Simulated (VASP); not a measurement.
# Pd in VASP: a series of runs

The runs below take Pd through single point, with PBE.

Everything below comes from runs of VASP 6.6.1. Logs are shortened: lines on timing, memory, paths and dates and some standing lists are left out, and cuts for length are marked.

### 1 The cell of the first run

The cell holds a slab with vacuum, 3 atoms: a = 2.790 Å, b = 3.946 Å, c = 18.790 Å, α = 90.00°, β = 90.00°, γ = 90.00°.

### 2 Single point, PBE

INCAR reads:

```
PREC = Accurate
ENCUT = 520
EDIFF = 1E-6
ISMEAR = -1
SIGMA = 0.1
LREAL = F
LASPH = T
NELM = 80
ALGO = Normal
ISIF = 2
LWAVE = F
LCHARG = F
LDIPOL = T
IDIPOL = 3
DIPOL = 0.5 0.5 0.500
GGA = PE
NBANDS = 22
```

KPOINTS reads:

```
Automatic mesh
0
Gamma
  12 8 1
```

POSCAR reads:

```
Pd
1.0
    2.7903171809      0.0000000000      0.0000000000
    0.0000000000      3.9461044005      0.0000000000
    0.0000000000      0.0000000000     18.7903000000
Pd
3
Direct
    0.0000000000      0.0000000000      0.4257511274
    0.5000000000      0.5000000000      0.5000000000
    0.0000000000      0.0000000000      0.5742488726
```

Potentials or basis: VASP PAW PBE potentials, release 64 (Pd).

Started as:

```
$ cat potpaw_PBE.64/Pd/POTCAR > POTCAR
$ mpirun -np 1 vasp_std > vasp.out
```

OUTCAR:

```text
PREC = Accurate
   ENCUT = 520
   EDIFF = 1E-6
   ISMEAR = -1
   LREAL = F
   LASPH = T
   NELM = 80
   ISIF = 2
   GGA = PE

 ion  position               nearest neighbor table
   1  0.000  0.000  0.426-   2 2.79   2 2.79   2 2.79   2 2.79   3 2.79
   2  0.500  0.500  0.500-   1 2.79   3 2.79   1 2.79   3 2.79   1 2.79   3 2.79   1 2.79   3 2.79

   3  0.000  0.000  0.574-   2 2.79   2 2.79   2 2.79   2 2.79   1 2.79

  LATTYP: Found a simple orthorhombic cell.
 ALAT       =     2.7903171809
 B/A-ratio  =     1.4142135624
 C/A-ratio  =     6.7341089854

  Lattice vectors:

 A1 = (   2.7903171809,   0.0000000000,   0.0000000000)
 A2 = (   0.0000000000,   3.9461044005,   0.0000000000)
 A3 = (   0.0000000000,   0.0000000000,  18.7903000000)

Analysis of symmetry for initial positions (statically):
=====================================================================
 Subroutine PRICEL returns:
 Original cell was already a primitive cell.

 Routine SETGRP: Setting up the symmetry group for a
 simple orthorhombic supercell.

 Subroutine GETGRP returns: Found  8 space group operations
 (whereof  8 operations were pure point group operations)
 out of a pool of  8 trial point group operations.

The static configuration has the point symmetry D_2h.

Analysis of symmetry for dynamics (positions and initial velocities):
=====================================================================
 Subroutine PRICEL returns:
 Original cell was already a primitive cell.

 Routine SETGRP: Setting up the symmetry group for a
 simple orthorhombic supercell.

 Subroutine GETGRP returns: Found  8 space group operations
 (whereof  8 operations were pure point group operations)
 out of a pool of  8 trial point group operations.

The dynamic configuration has the point symmetry D_2h.

 Subroutine INISYM returns: Found  8 space group operations
 (whereof  8 operations are pure point group operations),
 and found     1 'primitive' translations

----------------------------------------------------------------------------------------

                                     Primitive cell

  volume of cell :     206.8978

  direct lattice vectors                    reciprocal lattice vectors
     2.790317181  0.000000000  0.000000000     0.358382196  0.000000000  0.000000000
     0.000000000  3.946104400  0.000000000     0.000000000  0.253414481  0.000000000
     0.000000000  0.000000000 18.790300000     0.000000000  0.000000000  0.053218948

  length of vectors
     2.790317181  3.946104400 18.790300000     0.358382196  0.253414481  0.053218948

  position of ions in fractional coordinates (direct lattice)
     0.000000000  0.000000000  0.425751127
     0.500000000  0.500000000  0.500000000
     0.000000000  0.000000000  0.574248873

  ion indices of the primitive-cell ions
   primitive index   ion index
                 1           1
                 2           2
                 3           3

----------------------------------------------------------------------------------------

 KPOINTS: Automatic mesh

Automatic generation of k-mesh.
 Grid dimensions read from file:
 generate k-points for:   12    8    1

 Generating k-lattice:

  Cartesian coordinates                     Fractional coordinates (reciprocal lattice)
     0.029865183  0.000000000  0.000000000     0.083333333  0.000000000  0.000000000
     0.000000000  0.031676810  0.000000000     0.000000000  0.125000000  0.000000000
     0.000000000  0.000000000  0.053218948     0.000000000  0.000000000  1.000000000

  Length of vectors
     0.029865183  0.031676810  0.053218948

  Shift w.r.t. Gamma in fractional coordinates (k-lattice)
     0.000000000  0.000000000  0.000000000

 Subroutine IBZKPT returns following result:
 ===========================================

 Found     35 irreducible k-points:

 Following reciprocal coordinates:
            Coordinates               Weight
  0.000000  0.000000  0.000000      1.000000
  0.083333  0.000000  0.000000      2.000000
  0.166667  0.000000  0.000000      2.000000
  0.250000  0.000000  0.000000      2.000000
  0.333333  0.000000  0.000000      2.000000
  0.416667  0.000000  0.000000      2.000000
[... 16 lines left out ...]
  0.083333  0.375000  0.000000      4.000000
  0.166667  0.375000  0.000000      4.000000
 [... further k-points ...]
   k-points           NKPTS =     35   k-points in BZ     NKDIM =     35   number of bands    NBANDS=     22
   number of dos      NEDOS =    301   number of ions     NIONS =      3
   total plane-waves  NPLWV = 100800
   dimension x,y,z NGX =    24 NGY =   30 NGZ =  140
   dimension x,y,z NGXF=    48 NGYF=   60 NGZF=  280
   ions per type =               3
   NGX,Y,Z   is equivalent  to a cutoff of  14.30, 12.64, 12.39 a.u.
   NGXF,Y,Z  is equivalent  to a cutoff of  28.60, 25.28, 24.77 a.u.
 SYSTEM =  unknown system
   PREC   = accura    normal or accurate (medium, high low for compatibility)
   ISTART =      0    job   : 0-new  1-cont  2-samecut
   ICHARG =      2    charge: 1-file 2-atom 10-const
   ISPIN  =      1    spin polarized calculation?
   LNONCOLLINEAR =      F non collinear calculations
   LSORBIT =      F    spin-orbit coupling
   LASPH  =      T    aspherical Exc in radial PAW
   ENCUT  =  520.0 eV  38.22 Ry    6.18 a.u.   5.19  7.34 34.94*2*pi/ulx,y,z
   NELM   =     80;   NELMIN=  2; NELMDL= -5     # of ELM steps
   EDIFF  = 0.1E-05   stopping-criterion for ELM
   LREAL  =      F    real-space projection
   EDIFFG = 0.1E-04   stopping-criterion for IOM
   NSW    =      0    number of steps for IOM
   IBRION =     -1    ionic relax: 0-MD 1-quasi-New 2-CG
   NFREE  =      0    steps in history (QN), initial steepest desc. (CG)
   ISIF   =      2    stress and relaxation
   ISYM   =      2    0-nonsym 1-usesym 2-fastsym
   POTIM  = 0.5000    time-step for ionic-motion
   TEBEG  =    0.0;   TEEND  =   0.0 temperature during run
   PSTRESS=    0.0 pullay stress
   NELECT =      30.0000    total number of electrons
   NUPDOWN=      -1.0000    fix difference up-down
   EMIN   =  10.00;   EMAX   =-10.00  energy-range for DOS
   EFERMI =   0.00;   METHOD = LEGACY
   ISMEAR =    -1;   SIGMA  =   0.10  broadening in eV -4-tet -1-fermi 0-gaus
   EFERMI_NEDOS =   21; number of points for ismear=-14 and -15
   IALGO  =     38    algorithm
   IMIX   =      4    mixing-type and parameters
     AMIX     =   0.40;   BMIX     =  1.00
     AMIX_MAG =   1.60;   BMIX_MAG =  1.00
  volume/ion in A,a.u.               =      68.97       465.41
  Fermi-wavevector in a.u.,A,eV,Ry     =   0.860062  1.625282 10.064329  0.739707
  Thomas-Fermi vector in A             =   1.977511
   LORBIT       =      0    0 simple, 1 ext, 2 COOP (PROOUT), +10 PAW based schemes
   GGA     = PE    functional components
   LHFCALC =     F    Hartree Fock is set to
   AEXX    =    0.0000 exact exchange contribution
   IVDW    =     0    specifies the selected vdW correction
   LEPSILON=     F    determine dielectric tensor
   LRPA    =     F    only Hartree local field effects (RPA)
 non-spin polarized calculation
  energy-cutoff  :      520.00
  volume of cell :      206.90
 maximum number of plane-waves:      5606
 NGX is ok and might be reduce to    24
   NGX = 11   NGY = 15   NGZ = 69

 dipolmoment           0.000000      0.000000      0.000000 electrons x Angstroem

 number of electron      29.9999999 magnetization

 dipolmoment           0.000000      0.000000     -0.000000 electrons x Angstroem

 Free energy of the ion-electron system (eV)
  ---------------------------------------------------
  ext. energy  EPLUGINS =         0.00000000
  ---------------------------------------------------
  free energy    TOTEN  =       -13.52545445 eV

  energy without entropy =      -13.27863599  energy(sigma->0) =      -13.40204522

 E-fermi :  -1.6554     XC(G=0):  -3.8938

 val. band max:       -1.6591379150   @ k =   0.4167   0.1250   0.0000
 cond. band min:      -1.6515296134   @ k =   0.0833   0.1250   0.0000
 fundamental gap:      0.0076083016
 Fermi energy:        -1.6554416446

 k-point     1 :       0.0000    0.0000    0.0000
  band No.  band energies     occupation
      1      -6.8050      2.00000
      2      -5.8302      2.00000
      3      -4.9902      2.00000
      4      -4.8953      2.00000
      5      -4.2288      2.00000
      6      -3.8155      2.00000
[... 14 lines left out ...]
     21       3.9092      0.00000
     22       4.5378      0.00000

 k-point     2 :       0.0833    0.0000    0.0000
  band No.  band energies     occupation
      1      -6.6520      2.00000
      2      -5.6975      2.00000
      3      -4.9317      2.00000
      4      -4.7032      2.00000
      5      -4.2762      2.00000
      6      -4.1000      2.00000
[... 14 lines left out ...]
     21       4.2729      0.00000
     22       4.6776      0.00000

 k-point     3 :       0.1667    0.0000    0.0000
  band No.  band energies     occupation
      1      -6.2551      2.00000
      2      -5.3449      2.00000
      3      -4.7339      2.00000
      4      -4.5283      2.00000
      5      -4.4319      2.00000
      6      -4.3358      2.00000
[... 14 lines left out ...]
     21       5.0907      0.00000
     22       5.2704      0.00000
[... 476 lines left out ...]
 k-point    23 :       0.0833    0.3750    0.0000
  band No.  band energies     occupation
      1      -5.8675      2.00000
      2      -5.3014      2.00000
      3      -5.2593      2.00000
      4      -4.4334      2.00000
      5      -4.1589      2.00000
      6      -3.8509      2.00000
[... 14 lines left out ...]
     21       4.4117      0.00000
     22       4.4753      0.00000

 k-point    24 :       0.1667    0.3750    0.0000
  band No.  band energies     occupation
      1      -5.4493      2.00000
      2      -4.9497      2.00000
      3      -4.8927      2.00000
      4      -4.5867      2.00000
      5      -4.1481      2.00000
      6      -3.8531      2.00000
[... 14 lines left out ...]
     21       4.7907      0.00000
     22       4.9021      0.00000

 [... further k-points ...]

------------------------ aborting loop because EDIFF is reached ----------------------------------------

 vacuum level on the upper side and lower side of the slab       (xc-potential included)        -0.095        -0.095

  FORCE on cell =-STRESS in cart. coord.  units (eV):
  Direction    XX          YY          ZZ          XY          YZ          ZX
  --------------------------------------------------------------------------------------
  -------------------------------------------------------------------------------------
  Total       -3.2102009     -2.8832467     -1.6420195     -0.0000000      0.0000000      0.0000000
  in kB      -24.8591880    -22.3273167    -12.7154883     -0.0000000      0.0000000      0.0000000
  external PRESSURE =     -19.9673310 kB  Pullay stress =       0.0000000 kB

 VOLUME and BASIS-vectors are now :
 -----------------------------------------------------------------------------
  energy-cutoff  :      520.00
  volume of cell :      206.90
      direct lattice vectors                 reciprocal lattice vectors
     2.790317181  0.000000000  0.000000000     0.358382196  0.000000000  0.000000000
     0.000000000  3.946104400  0.000000000     0.000000000  0.253414481  0.000000000
     0.000000000  0.000000000 18.790300000     0.000000000  0.000000000  0.053218948

 POSITION                                       TOTAL-FORCE (eV/Angst)
 -----------------------------------------------------------------------------------
      0.00000      0.00000      7.99999        -0.000000     -0.000000      0.580401
      1.39516      1.97305      9.39515        -0.000000      0.000000      0.000000
      0.00000      0.00000     10.79031         0.000000      0.000000     -0.580401
 -----------------------------------------------------------------------------------
    total drift:                                0.000000      0.000000     -0.000000

  FREE ENERGIE OF THE ION-ELECTRON SYSTEM (eV)
  ---------------------------------------------------
  free  energy   TOTEN  =       -13.5254544483 eV

  energy  without entropy=      -13.2786359900  energy(sigma->0) =      -13.40204522

 vacuum level on the upper side and lower side of the slab         3.000         3.000
```

It took 100 s on 1 thread of AMD EPYC 9R45 (Zen 5), shared host; peak memory 0.33 GiB.

What came out:

| Item | Value |
| --- | --- |
| Free energy | -13.5255 eV |
| Largest force | 0.580 eV/Å |
| Band gap on the k mesh | zero (bands 15 and 16 overlap by 0.31 eV) |

Forces on the atoms (eV/Å):
```
Pd   0.000  0.000  0.580
Pd   0.000  0.000  0.000
Pd   0.000  0.000 -0.580
```

Levels at points of the mesh, in eV from the Fermi level:
```
           k point  band 11  band 12  band 13  band 14  band 15  band 16  band 17  band 18  band 19  band 20
(0.00, 0.00, 0.00)    -0.95    -0.87    -0.66    -0.52    -0.19    -0.11     0.18     2.28     4.53     4.73
(0.50, 0.00, 0.00)    -0.64    -0.19    -0.09     0.10     0.13     2.68     2.91     3.55     5.71     6.37
(0.00, 0.50, 0.00)    -0.83    -0.79    -0.40    -0.37    -0.06     0.17     0.23     1.75     2.27     3.47
(0.50, 0.50, 0.00)    -0.76    -0.65     0.05     0.08     0.09     3.02     3.44     6.66     7.03     7.20
```

### 3 Single point, PBE

INCAR reads:

```
SYSTEM = Pd
PREC = Accurate
ENCUT = 520
EDIFF = 1E-6
ISMEAR = -1
SIGMA = 0.1
LREAL = .False.
LASPH = .True.
NELM = 100
ALGO = Normal
ISIF = 2
LWAVE = .False.
LCHARG = .False.
LDIPOL = .True.
IDIPOL = 3
DIPOL = 0.5 0.5 0.500
GGA = PE
NBANDS = 22
```

KPOINTS reads:

```
Automatic mesh
0
Gamma
  12 8 1
  0 0 0
```

POSCAR reads:

```
Pd
1.0
    2.7903171809      0.0000000000      0.0000000000
    0.0000000000      3.9461044005      0.0000000000
    0.0000000000      0.0000000000     18.7903000000
Pd
3
Direct
    0.0000000000      0.0000000000      0.4296151601
    0.5000000000      0.5000000000      0.5000000044
    0.0000000000      0.0000000000      0.5703848355
```

Potentials or basis: VASP PAW PBE potentials, release 64 (Pd).

Started as:

```
$ cat potpaw_PBE.64/Pd/POTCAR > POTCAR
$ mpirun -np 1 vasp_std > vasp.out
```

Run time: 95 s. Hardware: 1 thread of AMD EPYC 9R45 (Zen 5), shared host; peak memory 0.33 GiB.

It converged, with:

| Property | Result |
| --- | --- |
| Free energy | -13.5729 eV |
| Largest force | 0.027 eV/Å |
| Band gap on the k mesh | zero (bands 15 and 16 overlap by 0.28 eV) |

Forces on the atoms (eV/Å):
```
Pd   0.000  0.000  0.027
Pd   0.000  0.000  0.000
Pd   0.000  0.000 -0.027
```

Levels at points of the mesh, in eV from the Fermi level:
```tsv
k point	band 13	band 14	band 15	band 16	band 17	band 18
(0.00, 0.00, 0.00)	-0.76	-0.62	-0.23	-0.08	0.22	2.36
(0.50, 0.00, 0.00)	-0.10	0.12	0.16	2.61	2.89	3.63
(0.00, 0.50, 0.00)	-0.39	-0.30	-0.15	0.16	0.17	1.82
(0.50, 0.50, 0.00)	0.04	0.06	0.07	2.89	3.33	6.82
```

[end of part 1 of 2]
